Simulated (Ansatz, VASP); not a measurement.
## Two plane-wave programs on SrCl2

File INCAR:

```
SYSTEM = SrCl2
PREC     = Accurate       ! precision mode
ENCUT    = 520            ! plane-wave cutoff, eV
EDIFF    = 1E-7           ! SCF threshold, eV
ISMEAR   = 0              ! smearing method
SIGMA    = 0.05           ! smearing width, eV
LREAL    = .False.        ! projectors in reciprocal space
LASPH    = .True.         ! aspherical terms in the spheres
NELM     = 100            ! most SCF steps
ALGO     = Normal         ! electronic algorithm
ISIF     = 2              ! what is computed and relaxed
LWAVE    = .False.        ! write WAVECAR
LCHARG   = .False.        ! write CHGCAR
GGA      = PE             ! functional
NBANDS   = 19             ! bands
```

The input KPOINTS:

```
regular mesh
0
Gamma
  6 6 6
  0 0 0
```

File POSCAR:

```
SrCl2
1.0
    0.0000000000      3.6249200000      3.4855000000
    3.3460800000      0.0000000000      3.4855000000
    3.3460800000      3.6249200000      0.0000000000
Sr Cl
1 2
Direct
    0.0000000000      0.0000000000      0.0000000000
    0.2500000000      0.2500000000      0.2500000000
    0.7500000000      0.7500000000      0.7500000000
```

Input for Ansatz:

```yaml
crystal:
  lattice:
    - [0.0, 3.62492, 3.4855]
    - [3.34608, 0.0, 3.4855]
    - [3.34608, 3.62492, 0.0]
  atoms:
    - { symbol: Sr, position: [0.0, 0.0, 0.0] }
    - { symbol: Cl, position: [0.25, 0.25, 0.25] }
    - { symbol: Cl, position: [0.75, 0.75, 0.75] }
basis:
  ecutwfc: 420
kpoints:
  mp_grid: { grid: [6, 6, 6] }
hamiltonian:
  xc: pbe
scf:
  occupations: { method: gaussian, width: 0.05 }
output:
  forces: true
  stress: true
  eigenvalues: true
```

Change from the starting cell: strain -0.0400 x Voigt [1, -1, 0, 0, 0, 0], atoms carried along.

Alike in both runs: task single point; functional PBE; k mesh 6 × 6 × 6; occupations gaussian, width 0.05 eV; no spin polarisation.

|  | VASP | Ansatz |
| --- | --- | --- |
| version | VASP 6.6.1 | Ansatz 0.2.0 |
| potentials or method | VASP PAW PBE potentials, release 64 (Sr_sv, Cl), cutoff 520 eV | scalar-relativistic, plane waves, PAW |
| valence electrons in the cell | 24 | 24 |

```tsv
	VASP	Ansatz	Ansatz less VASP
gap on the k mesh at the Fermi level (eV)	4.93	4.93	+0.004
least direct gap on the mesh (eV)	5.20	5.20	+0.002
pressure (GPa)	1.3	1.2	-0.09
traceless stress, the component that is largest in VASP (GPa)	2.15	2.16	+0.013
```
